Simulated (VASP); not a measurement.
# SiO2 (P6_422) in VASP: a series of runs

Runs on SiO2. Level: r2SCAN. Tasks: single point.

Everything below comes from runs of VASP 6.6.1. Logs are shortened: lines on timing, memory, paths and dates and some standing lists are left out, and cuts for length are marked.

## (1) The cell of the first run

Symmetry: P6_422, No. 181, hexagonal system. The conventional cell has a = 4.760 Å, b = 4.760 Å, c = 5.511 Å, α = 90.00°, β = 90.00°, γ = 120.00°. Si (site symmetry 222) has 4 O at 1.57 Å within 2.1 Å. O (site symmetry 2) has 2 Si at 1.57 Å within 2.1 Å.

## (2) Single point, r2SCAN (volume scaled by 0.88, then relaxed in part)

Contents of POSCAR:

```
SiO2
1.0
    4.7595089231      0.0000000000      0.0000000000
   -2.3797544615      4.1218556369      0.0000000000
    0.0000000000      0.0000000000      5.5106011416
Si O
3 6
Direct
    0.0000000000      0.5000000000      0.3333333333
    0.5000000000      0.5000000000      0.6666666667
    0.5000000000      0.0000000000      0.0000000000
    0.6086030411      0.8043015205      0.8333333333
    0.8043015205      0.6086030411      0.5000000000
    0.8043015205      0.1956984795      0.1666666667
    0.3913969589      0.1956984795      0.8333333333
    0.1956984795      0.3913969589      0.5000000000
    0.1956984795      0.8043015205      0.1666666667
```

Contents of INCAR.step1:

```
ALGO = Normal
EDIFF = 1E-4
ENCUT = 520
GGA = PE
ISMEAR = 0
LASPH = True
LCHARG = False
LREAL = False
LWAVE = True
NBANDS = 34
NELM = 80
PREC = Accurate
SIGMA = 0.02
```

Contents of INCAR.step2:

```
ALGO = Normal
EDIFF = 1E-6
ENCUT = 520
ISIF = 2
ISMEAR = 0
ISTART = 1
LASPH = True
LCHARG = False
LMIXTAU = True
LREAL = False
LWAVE = False
METAGGA = R2SCAN
NBANDS = 34
NELM = 80
PREC = Accurate
SIGMA = 0.02
```

Contents of KPOINTS:

```
k-points
0
Gamma
  6 6 4
```

Potentials or basis: VASP PAW PBE potentials, release 64 (Si, O).

On the command line:

```
$ cat potpaw_PBE.64/Si/POTCAR potpaw_PBE.64/O/POTCAR > POTCAR
$ cp INCAR.step1 INCAR
$ mpirun -np 1 vasp_std > vasp.out
$ cp INCAR.step2 INCAR
$ mpirun -np 1 vasp_std > vasp.out
```

OUTCAR:

```text
EDIFF = 1E-6
   ENCUT = 520
   ISIF = 2
   ISMEAR = 0
   ISTART = 1
   LASPH = True
   LREAL = False
   METAGGA = R2SCAN
   NELM = 80
   PREC = Accurate

 ion  position               nearest neighbor table
   1  0.000  0.500  0.333-   6 1.57   9 1.57   8 1.57   5 1.57   3 3.01   3 3.01   2 3.01   2 3.01

   2  0.500  0.500  0.667-   4 1.57   7 1.57   5 1.57   8 1.57   3 3.01   3 3.01   1 3.01   1 3.01

   3  0.500  0.000  0.000-   6 1.57   9 1.57   7 1.57   4 1.57   2 3.01   2 3.01   1 3.01   1 3.01

   4  0.609  0.804  0.833-   2 1.57   3 1.57
   5  0.804  0.609  0.500-   2 1.57   1 1.57
   6  0.804  0.196  0.167-   1 1.57   3 1.57
   7  0.391  0.196  0.833-   2 1.57   3 1.57
   8  0.196  0.391  0.500-   2 1.57   1 1.57
   9  0.196  0.804  0.167-   1 1.57   3 1.57

  LATTYP: Found a hexagonal cell.
 ALAT       =     4.7595089231
 C/A-ratio  =     1.1578087636

  Lattice vectors:

 A1 = (   4.7595089231,   0.0000000000,   0.0000000000)
 A2 = (  -2.3797544615,   4.1218556369,   0.0000000000)
 A3 = (   0.0000000000,   0.0000000000,   5.5106011416)

Analysis of symmetry for initial positions (statically):
=====================================================================
 Subroutine PRICEL returns:
 Original cell was already a primitive cell.

 Routine SETGRP: Setting up the symmetry group for a
 hexagonal supercell.

 Subroutine GETGRP returns: Found 12 space group operations
 (whereof  4 operations were pure point group operations)
 out of a pool of 24 trial point group operations.

The static configuration has the point symmetry D_2 .
 The point group associated with its full space group is D_6 .

Analysis of symmetry for dynamics (positions and initial velocities):
=====================================================================
 Subroutine PRICEL returns:
 Original cell was already a primitive cell.

 Routine SETGRP: Setting up the symmetry group for a
 hexagonal supercell.

 Subroutine GETGRP returns: Found 12 space group operations
 (whereof  4 operations were pure point group operations)
 out of a pool of 24 trial point group operations.

The dynamic configuration has the point symmetry D_2 .
 The point group associated with its full space group is D_6 .

 Subroutine INISYM returns: Found 12 space group operations
 (whereof  4 operations are pure point group operations),
 and found     1 'primitive' translations

----------------------------------------------------------------------------------------

                                     Primitive cell

  volume of cell :     108.1070

  direct lattice vectors                    reciprocal lattice vectors
     4.759508923  0.000000000  0.000000000     0.210105710  0.121304588  0.000000000
    -2.379754462  4.121855637  0.000000000     0.000000000  0.242609176  0.000000000
     0.000000000  0.000000000  5.510601142     0.000000000  0.000000000  0.181468405

  length of vectors
     4.759508923  4.759508923  5.510601142     0.242609176  0.242609176  0.181468405

  position of ions in fractional coordinates (direct lattice)
     0.000000000  0.500000000  0.333333333
     0.500000000  0.500000000  0.666666667
     0.500000000  0.000000000  0.000000000
     0.608603041  0.804301520  0.833333333
     0.804301520  0.608603041  0.500000000
     0.804301520  0.195698480  0.166666667
     0.391396959  0.195698480  0.833333333
     0.195698480  0.391396959  0.500000000
     0.195698480  0.804301520  0.166666667

  ion indices of the primitive-cell ions
   primitive index   ion index
                 1           1
                 2           2
                 3           3
                 4           4
                 5           5
                 6           6
                 7           7
                 8           8
                 9           9

----------------------------------------------------------------------------------------

 KPOINTS: k-points

Automatic generation of k-mesh.
 Grid dimensions read from file:
 generate k-points for:    6    6    4

 Generating k-lattice:

  Cartesian coordinates                     Fractional coordinates (reciprocal lattice)
     0.035017618  0.020217431  0.000000000     0.166666667  0.000000000  0.000000000
     0.000000000  0.040434863  0.000000000     0.000000000  0.166666667  0.000000000
     0.000000000  0.000000000  0.045367101     0.000000000  0.000000000  0.250000000

  Length of vectors
     0.040434863  0.040434863  0.045367101

  Shift w.r.t. Gamma in fractional coordinates (k-lattice)
     0.000000000  0.000000000  0.000000000

 Subroutine IBZKPT returns following result:
 ===========================================

 Found     21 irreducible k-points:

 Following reciprocal coordinates:
            Coordinates               Weight
  0.000000  0.000000  0.000000      1.000000
  0.166667  0.000000  0.000000      6.000000
  0.333333 -0.000000  0.000000      6.000000
  0.500000 -0.000000  0.000000      3.000000
  0.166667  0.166667  0.000000      6.000000
  0.333333  0.166667  0.000000     12.000000
[... 13 lines left out ...]
  0.333333  0.166667  0.500000     12.000000
  0.333333  0.333333  0.500000      2.000000
   k-points           NKPTS =     21   k-points in BZ     NKDIM =     21   number of bands    NBANDS=     34
   number of dos      NEDOS =    301   number of ions     NIONS =      9
   total plane-waves  NPLWV =  54432
   dimension x,y,z NGX =    36 NGY =   36 NGZ =   42
   dimension x,y,z NGXF=    72 NGYF=   72 NGZF=   84
   ions per type =               3   6
   NGX,Y,Z   is equivalent  to a cutoff of  12.57, 12.57, 12.67 a.u.
   NGXF,Y,Z  is equivalent  to a cutoff of  25.15, 25.15, 25.34 a.u.
 SYSTEM =  unknown system
   PREC   = accura    normal or accurate (medium, high low for compatibility)
   ISTART =      1    job   : 0-new  1-cont  2-samecut
   ICHARG =      0    charge: 1-file 2-atom 10-const
   ISPIN  =      1    spin polarized calculation?
   LNONCOLLINEAR =      F non collinear calculations
   LSORBIT =      F    spin-orbit coupling
   LASPH  =      T    aspherical Exc in radial PAW
   ENCUT  =  520.0 eV  38.22 Ry    6.18 a.u.   8.85  8.85 10.25*2*pi/ulx,y,z
   NELM   =     80;   NELMIN=  2; NELMDL=  0     # of ELM steps
   EDIFF  = 0.1E-05   stopping-criterion for ELM
   LREAL  =      F    real-space projection
   EDIFFG = 0.1E-04   stopping-criterion for IOM
   NSW    =      0    number of steps for IOM
   IBRION =     -1    ionic relax: 0-MD 1-quasi-New 2-CG
   NFREE  =      0    steps in history (QN), initial steepest desc. (CG)
   ISIF   =      2    stress and relaxation
   ISYM   =      2    0-nonsym 1-usesym 2-fastsym
   POTIM  = 0.5000    time-step for ionic-motion
   TEBEG  =    0.0;   TEEND  =   0.0 temperature during run
   PSTRESS=    0.0 pullay stress
   NELECT =      48.0000    total number of electrons
   NUPDOWN=      -1.0000    fix difference up-down
   EMIN   =  10.00;   EMAX   =-10.00  energy-range for DOS
   EFERMI =   0.00;   METHOD = LEGACY
   ISMEAR =     0;   SIGMA  =   0.02  broadening in eV -4-tet -1-fermi 0-gaus
   EFERMI_NEDOS =   21; number of points for ismear=-14 and -15
   IALGO  =     38    algorithm
   IMIX   =      4    mixing-type and parameters
     AMIX     =   0.40;   BMIX     =  1.00
     AMIX_MAG =   1.60;   BMIX_MAG =  1.00
  volume/ion in A,a.u.               =      12.01        81.06
  Fermi-wavevector in a.u.,A,eV,Ry     =   1.248928  2.360131 21.222643  1.559820
  Thomas-Fermi vector in A             =   2.382992
   LORBIT       =      0    0 simple, 1 ext, 2 COOP (PROOUT), +10 PAW based schemes
   METAGGA = R2SCAN    functional components
   LHFCALC =     F    Hartree Fock is set to
   AEXX    =    0.0000 exact exchange contribution
   IVDW    =     0    specifies the selected vdW correction
   LEPSILON=     F    determine dielectric tensor
   LRPA    =     F    only Hartree local field effects (RPA)
 non-spin polarized calculation
 Gauss-broadening in eV      SIGMA  =   0.02
  energy-cutoff  :      520.00
  volume of cell :      108.11
 maximum number of plane-waves:      2943
 NGX is ok and might be reduce to    36
   NGX = 17   NGY = 17   NGZ = 21

 number of electron      47.9999977 magnetization

 Free energy of the ion-electron system (eV)
  ---------------------------------------------------
  ext. energy  EPLUGINS =         0.00000000
  ---------------------------------------------------
  free energy    TOTEN  =       -88.40668588 eV

  energy without entropy =      -88.40668588  energy(sigma->0) =      -88.40668588

 E-fermi :   1.2398     XC(G=0):  -9.8704

 val. band max:        1.1210450219   @ k =   0.0000   0.0000   0.2500
 cond. band min:       7.5881421104   @ k =   0.0000   0.0000   0.0000
 fundamental gap:      6.4670970886
 Fermi energy:         1.2397836947

 k-point     1 :       0.0000    0.0000    0.0000
  band No.  band energies     occupation
      1     -19.8396      2.00000
      2     -18.2372      2.00000
      3     -18.2372      2.00000
      4     -17.5291      2.00000
      5     -17.5291      2.00000
      6     -17.2818      2.00000
[... 26 lines left out ...]
     33      15.0346      0.00000
     34      15.7324      0.00000

 k-point     2 :       0.1667    0.0000    0.0000
  band No.  band energies     occupation
      1     -19.7484      2.00000
      2     -18.3246      2.00000
      3     -18.2350      2.00000
      4     -17.5378      2.00000
      5     -17.5299      2.00000
      6     -17.3251      2.00000
[... 26 lines left out ...]
     33      14.9887      0.00000
     34      15.4329      0.00000

 k-point     3 :       0.3333   -0.0000    0.0000
  band No.  band energies     occupation
      1     -19.5017      2.00000
      2     -18.5860      2.00000
      3     -18.2311      2.00000
      4     -17.5329      2.00000
      5     -17.5316      2.00000
      6     -17.4088      2.00000
[... 26 lines left out ...]
     33      15.0161      0.00000
     34      15.0941      0.00000

 k-point     4 :       0.5000   -0.0000    0.0000
  band No.  band energies     occupation
      1     -19.2795      2.00000
      2     -18.8246      2.00000
      3     -18.2293      2.00000
      4     -17.5322      2.00000
      5     -17.4911      2.00000
      6     -17.4796      2.00000
[... 26 lines left out ...]
     33      14.4182      0.00000
     34      14.5065      0.00000

 k-point     5 :       0.1667    0.1667    0.0000
  band No.  band energies     occupation
      1     -19.5773      2.00000
      2     -18.4884      2.00000
      3     -18.2520      2.00000
      4     -17.5406      2.00000
      5     -17.5280      2.00000
      6     -17.3834      2.00000
[... 510 lines left out ...]
 k-point    19 :       0.1667    0.1667    0.5000
  band No.  band energies     occupation
      1     -19.3081      2.00000
      2     -19.0914      2.00000
      3     -17.7836      2.00000
      4     -17.6498      2.00000
      5     -17.5629      2.00000
      6     -17.3674      2.00000
[... 26 lines left out ...]
     33      14.2283      0.00000
     34      15.2189      0.00000

 k-point    20 :       0.3333    0.1667    0.5000
  band No.  band energies     occupation
      1     -19.2734      2.00000
      2     -18.8005      2.00000
      3     -18.1586      2.00000
      4     -17.6624      2.00000
      5     -17.5932      2.00000
      6     -17.3734      2.00000
[... 26 lines left out ...]
     33      14.1760      0.00000
     34      14.2716      0.00000

 k-point    21 :       0.3333    0.3333    0.5000
  band No.  band energies     occupation
      1     -19.2615      2.00000
      2     -18.4922      2.00000
      3     -18.4922      2.00000
      4     -17.6348      2.00000
      5     -17.6348      2.00000
      6     -17.3788      2.00000
[... 26 lines left out ...]
     33      14.0817      0.00000
     34      14.3660      0.00000

------------------------ aborting loop because EDIFF is reached ----------------------------------------

  FORCE on cell =-STRESS in cart. coord.  units (eV):
  Direction    XX          YY          ZZ          XY          YZ          ZX
  --------------------------------------------------------------------------------------
  -------------------------------------------------------------------------------------
  Total       13.9668043     13.9668043     14.1135961      0.0000000      0.0000000      0.0000000
  in kB      206.9920807    206.9920807    209.1675782      0.0000000      0.0000000      0.0000000
  external PRESSURE =     207.7172465 kB  Pullay stress =       0.0000000 kB

 VOLUME and BASIS-vectors are now :
 -----------------------------------------------------------------------------
  energy-cutoff  :      520.00
  volume of cell :      108.11
      direct lattice vectors                 reciprocal lattice vectors
     4.759508923  0.000000000  0.000000000     0.210105710  0.121304588  0.000000000
    -2.379754462  4.121855637  0.000000000     0.000000000  0.242609176  0.000000000
     0.000000000  0.000000000  5.510601142     0.000000000  0.000000000  0.181468405

 POSITION                                       TOTAL-FORCE (eV/Angst)
 -----------------------------------------------------------------------------------
     -1.18988      2.06093      1.83687         0.000000      0.000000     -0.000000
      1.18988      2.06093      3.67373         0.000000      0.000000      0.000000
      2.37975      0.00000      0.00000         0.000000      0.000000     -0.000000
      0.98261      3.31521      4.59217        -0.014290     -0.008250      0.000000
      2.37975      2.50857      2.75530        -0.000000     -0.016501     -0.000000
      3.36237      0.80664      0.91843        -0.014290      0.008250     -0.000000
      1.39714      0.80664      4.59217         0.014290      0.008250      0.000000
      0.00000      1.61328      2.75530         0.000000      0.016501     -0.000000
     -0.98261      3.31521      0.91843         0.014290     -0.008250     -0.000000
 -----------------------------------------------------------------------------------
    total drift:                               -0.000000      0.000000     -0.000001

  FREE ENERGIE OF THE ION-ELECTRON SYSTEM (eV)
  ---------------------------------------------------
  free  energy   TOTEN  =       -88.4066858815 eV

  energy  without entropy=      -88.4066858815  energy(sigma->0) =      -88.40668588
```

Run time: 1.9 min. Hardware: 1 thread of Intel Xeon 6975P-C (Granite Rapids), shared host; peak memory 0.25 GiB.

Results:

* Free energy: -88.4067 eV
* Pressure: 20.8 GPa
* Largest force: 0.017 eV/Å
* Band gap on the k mesh: 6.47 eV, indirect (least direct gap 6.49 eV)

Forces in eV/Å, atoms in the order of the input:
```
Si   0.000  0.000  0.000
Si   0.000  0.000  0.000
Si   0.000  0.000  0.000
O   -0.014 -0.008  0.000
O    0.000 -0.017  0.000
O   -0.014  0.008  0.000
O    0.014  0.008  0.000
O    0.000  0.017  0.000
O    0.014 -0.008  0.000
```

Levels at points of the mesh, in eV from the valence-band top:
| k point | band 21 | band 22 | band 23 | band 24 | band 25 | band 26 | band 27 | band 28 |
| --- | --- | --- | --- | --- | --- | --- | --- | --- |
| (0.00, 0.00, 0.00) | -1.40 | -0.62 | -0.62 | -0.02 | 6.47 | 9.89 | 9.89 | 11.11 |
| (0.50, 0.00, 0.00) | -1.35 | -1.07 | -0.52 | -0.06 | 8.58 | 9.64 | 10.66 | 10.93 |
| (0.00, 0.00, 0.50) | -1.49 | -0.51 | 0.00 | 0.00 | 8.36 | 8.36 | 9.02 | 11.47 |
| (0.50, 0.00, 0.50) | -1.03 | -0.88 | -0.76 | -0.42 | 9.65 | 9.78 | 10.28 | 10.83 |

Caveat: the PAW data sets were made with another functional, which shifts forces and pressure a little. A k mesh can miss the band edges.

## (3) Single point, r2SCAN (volume scaled by 0.91, then relaxed in part)

Contents of POSCAR:

```
SiO2
1.0
    4.8535911466      0.0000000000      0.0000000000
   -2.4267955733      4.2033332325      0.0000000000
    0.0000000000      0.0000000000      5.4796851957
Si O
3 6
Direct
    0.0000000000      0.5000000000      0.3333333333
    0.5000000000      0.5000000000      0.6666666667
    0.5000000000      0.0000000000      0.0000000000
    0.6009761781      0.8004880890      0.8333333333
    0.8004880890      0.6009761781      0.5000000000
    0.8004880890      0.1995119110      0.1666666667
    0.3990238219      0.1995119110      0.8333333333
    0.1995119110      0.3990238219      0.5000000000
    0.1995119110      0.8004880890      0.1666666667
```

Contents of INCAR.step1:

```
SYSTEM = SiO2
  PREC = Accurate
  ENCUT = 520
  ISMEAR = 0
  SIGMA = 0.02
  LREAL = .FALSE.
  LASPH = .TRUE.
  NELM = 80
  NBANDS = 34
  GGA = PE
  ALGO = Normal
  EDIFF = 1E-4
  LWAVE = .TRUE.
  LCHARG = .FALSE.
```

Contents of INCAR.step2:

```
SYSTEM = SiO2
  PREC = Accurate
  ENCUT = 520
  EDIFF = 1E-6
  ISMEAR = 0
  SIGMA = 0.02
  LREAL = .FALSE.
  LASPH = .TRUE.
  NELM = 80
  ALGO = Normal
  ISIF = 2
  LWAVE = .FALSE.
  LCHARG = .FALSE.
  METAGGA = R2SCAN
  LMIXTAU = .TRUE.
  NBANDS = 34
  ISTART = 1
```

Contents of KPOINTS:

```
regular mesh
0
G
  6 6 4
  0 0 0
```

Potentials or basis: VASP PAW PBE potentials, release 64 (Si, O).

On the command line:

```
$ cat potpaw_PBE.64/Si/POTCAR potpaw_PBE.64/O/POTCAR > POTCAR
$ cp INCAR.step1 INCAR
$ mpirun -np 1 vasp_std > vasp.out
$ cp INCAR.step2 INCAR
$ mpirun -np 1 vasp_std > vasp.out
```

Wall time 1.9 min (1 thread of Intel Xeon 6975P-C (Granite Rapids), shared host); peak memory 0.25 GiB.

The run converged. Its results:

```yaml
Free_energy: -88.8268 eV
Pressure: 15.2 GPa
Largest_force: 0.016 eV/Å
Band_gap_on_the_k_mesh: 6.49 eV, indirect (least direct gap 6.58 eV)
```

Forces in eV/Å, atoms in the order of the input:
```
Si   0.000  0.000  0.000
Si   0.000  0.000  0.000
Si   0.000  0.000  0.000
O   -0.014 -0.008  0.000
O    0.000 -0.016  0.000
O   -0.014  0.008  0.000
O    0.014  0.008  0.000
O    0.000  0.016  0.000
O    0.014 -0.008  0.000
```

Stress tensor (GPa, compression positive):
```
15.12  0.00  0.00
 0.00 15.12  0.00
 0.00  0.00 15.30
```

Levels at points of the mesh, in eV from the valence-band top:
```csv
k point,band 20,band 21,band 22,band 23,band 24,band 25,band 26,band 27,band 28,band 29
"(0.00, 0.00, 0.00)",-1.26,-1.26,-0.57,-0.57,-0.08,6.49,9.94,9.94,10.82,10.82
"(0.50, 0.00, 0.00)",-1.37,-1.29,-1.05,-0.46,-0.03,8.61,9.64,10.66,10.82,11.03
"(0.00, 0.00, 0.50)",-1.91,-1.40,-0.40,0.00,0.00,8.40,8.40,9.16,11.40,11.40
"(0.50, 0.00, 0.50)",-1.45,-1.01,-0.83,-0.73,-0.40,9.75,9.90,10.43,10.69,10.76
```

Caveat: the PAW data sets were made with another functional, which shifts forces and pressure a little. A k mesh can miss the band edges.
